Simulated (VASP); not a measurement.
# SiF (Pm-3m) in VASP: a series of runs

The runs below take SiF through relaxation of cell and atoms, single point, with PBE-based screened hybrid with 25 % exact exchange, HF, PBEsol-based global hybrid with 25 % exact exchange, PBE0.

Program: VASP 6.6.1. These are calculated values, not measurements. Logs are shortened: lines on timing, memory, paths and dates and some standing lists are left out, and cuts for length are marked.

## Step 1: The cell of the first run

It takes space group Pm-3m (No. 221, cubic). The conventional cell has a = 3.029 Å, b = 3.029 Å, c = 3.029 Å, α = 90.00°, β = 90.00°, γ = 90.00°. Within 3.5 Å of Si (site symmetry m-3m) lie 8 F at 2.62 Å and 6 Si at 3.03 Å. F (site symmetry m-3m) has 8 Si at 2.62 Å and 6 F at 3.03 Å within 3.5 Å.

## Step 2: Relaxation of cell and atoms, PBE-based screened hybrid with 25 % exact exchange

POSCAR reads:

```
SiF
1.0
    3.0286000000      0.0000000000      0.0000000000
    0.0000000000      3.0286000000      0.0000000000
    0.0000000000      0.0000000000      3.0286000000
Si F
1 1
Direct
    0.5000000000      0.5000000000      0.5000000000
    0.0000000000      0.0000000000      0.0000000000
```

INCAR.step1 reads:

```
SYSTEM = SiF
PREC = Accurate
ENCUT = 600
EDIFF = 1E-5
ISMEAR = -1
SIGMA = 0.05
LREAL = .False.
LASPH = .True.
NELM = 60
ALGO = Normal
LWAVE = .True.
LCHARG = .False.
GGA = PE
NBANDS = 12
```

INCAR.step2 reads:

```
SYSTEM = SiF
PREC = Accurate
ENCUT = 600
EDIFF = 1E-6
ISMEAR = -1
SIGMA = 0.05
LREAL = .False.
LASPH = .True.
NELM = 60
ALGO = Normal
ISIF = 3
LWAVE = .False.
LCHARG = .False.
GGA = PE
LHFCALC = .True.
AEXX = 0.25
HFSCREEN = 0.3
PRECFOCK = Normal
IBRION = 2
NSW = 60
EDIFFG = -0.01
ISTART = 1
```

KPOINTS reads:

```
Automatic mesh
0
Gamma
  5 5 5
  0 0 0
```

Potentials or basis: VASP PAW PBE potentials, release 64 (Si, F).

Started as:

```bash
$ cat potpaw_PBE.64/Si/POTCAR potpaw_PBE.64/F/POTCAR > POTCAR
$ cp INCAR.step1 INCAR
$ mpirun -np 1 vasp_std > vasp.out
$ cp INCAR.step2 INCAR
$ mpirun -np 1 vasp_std > vasp.out
```

OUTCAR:

```text
SYSTEM = SiF
   PREC = Accurate
   ENCUT = 600
   EDIFF = 1E-6
   ISMEAR = -1
   LREAL = .False.
   LASPH = .True.
   NELM = 60
   ISIF = 3
   GGA = PE
   LHFCALC = .True.
   AEXX = 0.25
   HFSCREEN = 0.3
   PRECFOCK = Normal
   IBRION = 2
   NSW = 60
   EDIFFG = -0.01
   ISTART = 1

 ion  position               nearest neighbor table
   1  0.500  0.500  0.500-
   2  0.000  0.000  0.000-

  LATTYP: Found a simple cubic cell.
 ALAT       =     3.0286000000

  Lattice vectors:

 A1 = (   3.0286000000,   0.0000000000,   0.0000000000)
 A2 = (   0.0000000000,   3.0286000000,   0.0000000000)
 A3 = (   0.0000000000,   0.0000000000,   3.0286000000)

Analysis of symmetry for initial positions (statically):
=====================================================================
 Subroutine PRICEL returns:
 Original cell was already a primitive cell.

 Routine SETGRP: Setting up the symmetry group for a
 simple cubic supercell.

 Subroutine GETGRP returns: Found 48 space group operations
 (whereof 48 operations were pure point group operations)
 out of a pool of 48 trial point group operations.

The static configuration has the point symmetry O_h .

Analysis of symmetry for dynamics (positions and initial velocities):
=====================================================================
 Subroutine PRICEL returns:
 Original cell was already a primitive cell.

 Routine SETGRP: Setting up the symmetry group for a
 simple cubic supercell.

 Subroutine GETGRP returns: Found 48 space group operations
 (whereof 48 operations were pure point group operations)
 out of a pool of 48 trial point group operations.

The dynamic configuration has the point symmetry O_h .

 Subroutine INISYM returns: Found 48 space group operations
 (whereof 48 operations are pure point group operations),
 and found     1 'primitive' translations

----------------------------------------------------------------------------------------

                                     Primitive cell

  volume of cell :      27.7796

  direct lattice vectors                    reciprocal lattice vectors
     3.028600000  0.000000000  0.000000000     0.330185564  0.000000000  0.000000000
     0.000000000  3.028600000  0.000000000     0.000000000  0.330185564  0.000000000
     0.000000000  0.000000000  3.028600000     0.000000000  0.000000000  0.330185564

  length of vectors
     3.028600000  3.028600000  3.028600000     0.330185564  0.330185564  0.330185564

  position of ions in fractional coordinates (direct lattice)
     0.500000000  0.500000000  0.500000000
     0.000000000  0.000000000  0.000000000

  ion indices of the primitive-cell ions
   primitive index   ion index
                 1           1
                 2           2

----------------------------------------------------------------------------------------

 KPOINTS: Automatic mesh

Automatic generation of k-mesh.
 Grid dimensions read from file:
 generate k-points for:    5    5    5

 Generating k-lattice:

  Cartesian coordinates                     Fractional coordinates (reciprocal lattice)
     0.066037113  0.000000000  0.000000000     0.200000000  0.000000000  0.000000000
     0.000000000  0.066037113  0.000000000     0.000000000  0.200000000  0.000000000
     0.000000000  0.000000000  0.066037113     0.000000000  0.000000000  0.200000000

  Length of vectors
     0.066037113  0.066037113  0.066037113

  Shift w.r.t. Gamma in fractional coordinates (k-lattice)
     0.000000000  0.000000000  0.000000000

 Subroutine IBZKPT returns following result:
[... 48 lines left out ...]
   EFERMI =   0.00;   METHOD = LEGACY
   ISMEAR =    -1;   SIGMA  =   0.05  broadening in eV -4-tet -1-fermi 0-gaus
   EFERMI_NEDOS =   21; number of points for ismear=-14 and -15
   IALGO  =     38    algorithm
   IMIX   =      1    mixing-type and parameters
     AMIX     =   0.40;   BMIX     =  1.00
     AMIX_MAG =   1.60;   BMIX_MAG =  1.00
  volume/ion in A,a.u.               =      13.89        93.73
  Fermi-wavevector in a.u.,A,eV,Ry     =   1.202164  2.271761 19.663124  1.445199
  Thomas-Fermi vector in A             =   2.337953
   LORBIT       =      0    0 simple, 1 ext, 2 COOP (PROOUT), +10 PAW based schemes
   GGA     = PE    functional components
   LHFCALC =     T    Hartree Fock is set to
   PRECFOCK=normal    Normal, Fast or Accurate (Low or Medium for compatibility)
   ENCUT4O =  -1.0   cutoff for four orbital integrals eV
   NKREDX  =     1    reduce k-point grid by
   NKREDY  =     1    reduce k-point grid by
   NKREDZ  =     1    reduce k-point grid by
   AEXX    =    0.2500 exact exchange contribution
   HFSCREEN=    0.3000 screening length (either q_TF or 0.3 A-1)
   HFSCREENC=   0.3000 screening length for correlation (either q_TF or 0.3 A-1)
   ENCUTFOCK=  -1.0 apply spherical cutoff to Coloumb kernel
   IVDW    =     0    specifies the selected vdW correction
   LEPSILON=     F    determine dielectric tensor
   LRPA    =     F    only Hartree local field effects (RPA)
 conjugate gradient relaxation of ions
 non-spin polarized calculation
  energy-cutoff  :      600.00
  volume of cell :       27.78
 maximum number of plane-waves:       948
  NGX = 20; NGY = 20; NGZ = 20

--------------------------------------- Ionic step        1  -------------------------------------------

 number of electron      11.0000013 magnetization

 Free energy of the ion-electron system (eV)
  ---------------------------------------------------
  ext. energy  EPLUGINS =         0.00000000
  ---------------------------------------------------
  free energy    TOTEN  =        -9.39432087 eV

  energy without entropy =       -9.38094402  energy(sigma->0) =       -9.38763244

------------------------ aborting loop because EDIFF is reached ----------------------------------------

  FORCE on cell =-STRESS in cart. coord.  units (eV):
  Direction    XX          YY          ZZ          XY          YZ          ZX
  --------------------------------------------------------------------------------------
  -------------------------------------------------------------------------------------
  Total       -0.3108935     -0.3108935     -0.3108935      0.0000000     -0.0000000      0.0000000
  in kB      -17.9306681    -17.9306681    -17.9306681      0.0000000     -0.0000000      0.0000000
  external PRESSURE =     -17.9306681 kB  Pullay stress =       0.0000000 kB

 VOLUME and BASIS-vectors are now :
 -----------------------------------------------------------------------------
  energy-cutoff  :      600.00
  volume of cell :       27.78
      direct lattice vectors                 reciprocal lattice vectors
     3.028600000  0.000000000  0.000000000     0.330185564  0.000000000  0.000000000
     0.000000000  3.028600000  0.000000000     0.000000000  0.330185564  0.000000000
     0.000000000  0.000000000  3.028600000     0.000000000  0.000000000  0.330185564

 POSITION                                       TOTAL-FORCE (eV/Angst)
 -----------------------------------------------------------------------------------
      1.51430      1.51430      1.51430         0.000000      0.000000      0.000000
      0.00000      0.00000      0.00000         0.000000      0.000000      0.000000
 -----------------------------------------------------------------------------------
    total drift:                               -0.000000      0.000000     -0.000000

  FREE ENERGIE OF THE ION-ELECTRON SYSTEM (eV)
  ---------------------------------------------------
  free  energy   TOTEN  =        -9.3943208713 eV

  energy  without entropy=       -9.3809440182  energy(sigma->0) =       -9.38763244

--------------------------------------- Ionic step        2  -------------------------------------------

 number of electron      11.0000009 magnetization

 Free energy of the ion-electron system (eV)
  ---------------------------------------------------
  ext. energy  EPLUGINS =         0.00000000
  ---------------------------------------------------
  free energy    TOTEN  =        -9.39790940 eV

  energy without entropy =       -9.38508807  energy(sigma->0) =       -9.39149874

 E-fermi :   5.8091     XC(G=0):  -8.7416

 val. band max:        5.7671986516   @ k =   0.4000   0.2000   0.2000
 cond. band min:       6.3267304300   @ k =   0.4000   0.4000   0.2000
 fundamental gap:      0.5595317785
 Fermi energy:         5.8091392950

 k-point     1 :       0.0000    0.0000    0.0000
  band No.  band energies     occupation
      1     -21.1094      2.00000
      2      -4.1474      2.00000
      3      -0.5465      2.00000
      4      -0.5465      2.00000
      5      -0.5465      2.00000
      6      11.9081      0.00000
      7      11.9081      0.00000
      8      11.9081      0.00000
      9      12.2961      0.00000
[... 97 lines left out ...]
 k-point    10 :       0.4000    0.4000    0.4000
  band No.  band energies     occupation
      1     -20.5561      2.00000
      2      -1.9705      2.00000
      3      -1.4772      2.00000
      4      -1.4772      2.00000
      5       1.7152      2.00000
      6       5.6036      1.96776
      7       5.6036      1.96776
      8       7.2922      0.00000
      9      15.6471      0.00000

------------------------ aborting loop because EDIFF is reached ----------------------------------------

  FORCE on cell =-STRESS in cart. coord.  units (eV):
  Direction    XX          YY          ZZ          XY          YZ          ZX
  --------------------------------------------------------------------------------------
  -------------------------------------------------------------------------------------
  Total       -0.0125604     -0.0125604     -0.0125604     -0.0000000      0.0000000     -0.0000000
  in kB       -0.7409588     -0.7409588     -0.7409588     -0.0000000      0.0000000     -0.0000000
  external PRESSURE =      -0.7409588 kB  Pullay stress =       0.0000000 kB

 VOLUME and BASIS-vectors are now :
 -----------------------------------------------------------------------------
  energy-cutoff  :      600.00
  volume of cell :       27.16
      direct lattice vectors                 reciprocal lattice vectors
     3.005888032 -0.000000000  0.000000000     0.332680389 -0.000000000  0.000000000
     0.000000000  3.005888032  0.000000000     0.000000000  0.332680389  0.000000000
    -0.000000000 -0.000000000  3.005888032    -0.000000000 -0.000000000  0.332680389

 POSITION                                       TOTAL-FORCE (eV/Angst)
 -----------------------------------------------------------------------------------
      1.50294      1.50294      1.50294         0.000000      0.000000      0.000000
      0.00000      0.00000      0.00000        -0.000000     -0.000000      0.000000
 -----------------------------------------------------------------------------------
    total drift:                                0.000000     -0.000000      0.000000

  FREE ENERGIE OF THE ION-ELECTRON SYSTEM (eV)
  ---------------------------------------------------
  free  energy   TOTEN  =        -9.3979094037 eV

  energy  without entropy=       -9.3850880742  energy(sigma->0) =       -9.39149874

 reached required accuracy - stopping structural energy minimisation
```

Wall time 5.2 min (1 thread of Intel Xeon Platinum 8375C at 2.90GHz (Ice Lake), shared host); peak memory 0.24 GiB.

Results:

| Property | Result |
| --- | --- |
| Free energy | -9.3979 eV |
| Relaxed volume | 13.58 Å³/atom |
| Relaxed cell | a = 3.006 Å, b = 3.006 Å, c = 3.006 Å, α = 90.00°, β = 90.00°, γ = 90.00° |
| Space group after relaxing (to 0.1 Å) | Pm-3m (No. 221) |
| Energy gained by relaxing | 1.8 meV/atom |
| Ionic steps | 2 |
| Pressure after relaxing | -0.1 GPa |
| Band gap on the k mesh | zero (an odd number of electrons rules out a gap without spin polarisation) |

The path:
| step | energy change (eV) | largest force (eV/Å) | pressure (GPa) | volume (Å³) |
| --- | --- | --- | --- | --- |
| 1 | 0.0000 | 0.0000 | -1.79 | 27.78 |
| 2 | -0.0036 | 0.0000 | -0.07 | 27.16 |

Final structure:
```cif
data_structure
_symmetry_space_group_name_H-M 'P 1'
_symmetry_Int_Tables_number 1
_cell_length_a 3.0059
_cell_length_b 3.0059
_cell_length_c 3.0059
_cell_angle_alpha 90.000
_cell_angle_beta 90.000
_cell_angle_gamma 90.000
_cell_volume 27.16
loop_
_atom_site_label
_atom_site_type_symbol
_atom_site_fract_x
_atom_site_fract_y
_atom_site_fract_z
_atom_site_occupancy
Si1 Si 0.50000 0.50000 0.50000 1
F1 F 0.00000 0.00000 0.00000 1
```

Caveat: the k points lie up to 0.42 Å⁻¹ apart in the final cell, too coarse for converged energies and pressures of a metal; the PAW data sets were made with another functional, which shifts forces and pressure a little; an odd number of electrons without spin polarisation forces a metal; a magnetic or distorted state may lie lower.

## Step 3: Relaxation of cell and atoms, HF

POSCAR is that of step 2.

INCAR.step1 reads:

```
ALGO = Normal
EDIFF = 1E-5
ENCUT = 600
GGA = PE
ISMEAR = -1
LASPH = T
LCHARG = F
LREAL = F
LWAVE = T
NBANDS = 12
NELM = 100
PREC = Accurate
SIGMA = 0.05
```

INCAR.step2 reads:

```
AEXX = 1.0
AGGAC = 0.0
ALDAC = 0.0
ALGO = Normal
EDIFF = 1E-6
EDIFFG = -0.01
ENCUT = 600
GGA = PE
IBRION = 2
ISIF = 3
ISMEAR = -1
ISTART = 1
LASPH = T
LCHARG = F
LHFCALC = T
LREAL = F
LWAVE = F
NELM = 100
NSW = 60
PREC = Accurate
PRECFOCK = Normal
SIGMA = 0.05
```

KPOINTS reads:

```
k-points
0
Gamma
  5 5 5
```

Potentials or basis: VASP PAW PBE potentials, release 64 (Si, F).

Started as:

```bash
$ cat potpaw_PBE.64/Si/POTCAR potpaw_PBE.64/F/POTCAR > POTCAR
$ cp INCAR.step1 INCAR
$ mpirun -np 1 vasp_std > vasp.out
$ cp INCAR.step2 INCAR
$ mpirun -np 1 vasp_std > vasp.out
```

Run time: 11 min. Hardware: 1 thread of Intel Xeon Platinum 8375C at 2.90GHz (Ice Lake), shared host; peak memory 0.14 GiB.

The run converged. Its results:

| Property | Result |
| --- | --- |
| Free energy | -17.0984 eV |
| Relaxed volume | 15.19 Å³/atom |
| Relaxed cell | a = 3.120 Å, b = 3.120 Å, c = 3.120 Å, α = 90.00°, β = 90.00°, γ = 90.00° |
| Space group after relaxing (to 0.1 Å) | Pm-3m (No. 221) |
| Energy gained by relaxing | 24.2 meV/atom |
| Ionic steps | 3 |
| Pressure after relaxing | 0.0 GPa |
| Band gap on the k mesh | zero (an odd number of electrons rules out a gap without spin polarisation) |

Step by step:
```tsv
step	energy change (eV)	largest force (eV/Å)	pressure (GPa)	volume (Å³)
1	0.0000	0.0000	6.70	27.78
2	-0.0484	0.0000	0.36	30.18
3	-0.0484	0.0000	0.02	30.38
```

Final structure:
```
Si F
1.0
     3.12021    0.00000    0.00000
     0.00000    3.12021    0.00000
     0.00000    0.00000    3.12021
Si F
1 1
Direct
  0.50000 0.50000 0.50000
  0.00000 0.00000 0.00000
```

Levels at points of the mesh, in eV from the Fermi level:
| k point | band 2 | band 3 | band 4 | band 5 | band 6 | band 7 | band 8 | band 9 |
| --- | --- | --- | --- | --- | --- | --- | --- | --- |
| (0.00, 0.00, 0.00) | -15.07 | -11.76 | -11.76 | -11.76 | 9.57 | 9.57 | 9.57 | 10.69 |

Caveat: the k points lie up to 0.40 Å⁻¹ apart in the final cell, too coarse for converged energies and pressures of a metal; the PAW data sets were made with another functional, which shifts forces and pressure a little; an odd number of electrons without spin polarisation forces a metal; a magnetic or distorted state may lie lower.

## Step 4: Single point, PBEsol-based global hybrid with 25 % exact exchange

This run uses another cell than the first one, of 13.14 Å³/atom.

POSCAR reads:

```
SiF
1.0
    2.9729341688      0.0000000000      0.0000000000
    0.0000000000      2.9729341688      0.0000000000
    0.0000000000      0.0000000000      2.9729341688
Si F
1 1
Direct
    0.5000000000      0.5000000000      0.5000000000
    0.0000000000      0.0000000000      0.0000000000
```

INCAR.step1 reads:

```
PREC = Accurate ; ENCUT = 520
EDIFF = 1E-5 ; ISMEAR = -1
SIGMA = 0.05 ; LREAL = F
LASPH = T ; NELM = 80
ALGO = Normal ; ISIF = 2
LWAVE = T ; LCHARG = F
NBANDS = 12 ; GGA = PE
```

INCAR.step2 reads:

```
PREC = Accurate ; ENCUT = 520
EDIFF = 1E-6 ; ISMEAR = -1
SIGMA = 0.05 ; LREAL = F
LASPH = T ; NELM = 80
ALGO = Normal ; ISIF = 2
LWAVE = F ; LCHARG = F
GGA = PS ; LHFCALC = T
AEXX = 0.25 ; PRECFOCK = Normal
NBANDS = 12 ; ISTART = 1
```

KPOINTS reads:

```
Automatic mesh
0
Gamma
  5 5 5
```

Started as:

```bash
$ cat potpaw_PBE.64/Si/POTCAR potpaw_PBE.64/F/POTCAR > POTCAR
$ cp INCAR.step1 INCAR
$ mpirun -np 1 vasp_std > vasp.out
$ cp INCAR.step2 INCAR
$ mpirun -np 1 vasp_std > vasp.out
```

Run time: 90 s. Hardware: 1 thread of Intel Xeon 6975P-C (Granite Rapids), shared host; peak memory 0.14 GiB.

It converged, with:

| Item | Value |
| --- | --- |
| Free energy | -10.9412 eV |
| Pressure | -0.3 GPa |
| Band gap on the k mesh | zero (an odd number of electrons rules out a gap without spin polarisation) |

Levels at points of the mesh, in eV from the Fermi level:
| k point | band 1 | band 2 | band 3 | band 4 | band 5 | band 6 | band 7 | band 8 | band 9 | band 10 |
| --- | --- | --- | --- | --- | --- | --- | --- | --- | --- | --- |
| (0.00, 0.00, 0.00) | -27.58 | -10.56 | -7.04 | -7.04 | -7.04 | 6.99 | 6.99 | 6.99 | 7.02 | 7.02 |

Caveat: the k points lie up to 0.42 Å⁻¹ apart, too coarse for converged energies and pressures of a metal; the PAW data sets were made with another functional, which shifts forces and pressure a little; an odd number of electrons without spin polarisation forces a metal; a magnetic or distorted state may lie lower.

## Step 5: Single point, PBE0

This run uses another cell than the first one, of 13.53 Å³/atom.

POSCAR reads:

```
SiF
1.0
    3.0024161332      0.0000000000      0.0000000000
    0.0000000000      3.0024161332      0.0000000000
    0.0000000000      0.0000000000      3.0024161332
Si F
1 1
Direct
    0.5000000000      0.5000000000      0.5000000000
    0.0000000000      0.0000000000      0.0000000000
```

INCAR.step1 reads:

```
PREC = Accurate
ENCUT = 520
EDIFF = 1E-5
ISMEAR = -1
SIGMA = 0.05
LREAL = False
LASPH = True
NELM = 100
ALGO = Normal
ISIF = 2
LWAVE = True
LCHARG = False
GGA = PE
NBANDS = 12
```

INCAR.step2 reads:

```
PREC = Accurate
ENCUT = 520
EDIFF = 1E-6
ISMEAR = -1
SIGMA = 0.05
LREAL = False
LASPH = True
NELM = 100
ALGO = Normal
ISIF = 2
LWAVE = False
LCHARG = False
GGA = PE
LHFCALC = True
AEXX = 0.25
PRECFOCK = Normal
ISTART = 1
NBANDS = 12
```

KPOINTS reads:

```
regular mesh
0
Gamma
  5 5 5
```

Started as:

```bash
$ cat potpaw_PBE.64/Si/POTCAR potpaw_PBE.64/F/POTCAR > POTCAR
$ cp INCAR.step1 INCAR
$ mpirun -np 1 vasp_std > vasp.out
$ cp INCAR.step2 INCAR
$ mpirun -np 1 vasp_std > vasp.out
```

It took 86 s on 1 thread of Intel Xeon 6975P-C (Granite Rapids), shared host; peak memory 0.14 GiB.

Results (log left out):

```
Free energy            : -10.4883 eV
Pressure               : -0.3 GPa
Band gap on the k mesh : zero (an odd number of electrons rules out a gap without spin polarisation)
```

Levels at points of the mesh, in eV from the Fermi level:
```
           k point  band 3  band 4  band 5  band 6  band 7  band 8
(0.00, 0.00, 0.00)   -6.84   -6.84   -6.84    6.80    6.80    6.80
```

Caveat: the k points lie up to 0.42 Å⁻¹ apart, too coarse for converged energies and pressures of a metal; the PAW data sets were made with another functional, which shifts forces and pressure a little; an odd number of electrons without spin polarisation forces a metal; a magnetic or distorted state may lie lower.

(Part 1 of 2 ends here.)

The gap in the log of VASP goes by the Fermi energy; the results here count the filled bands.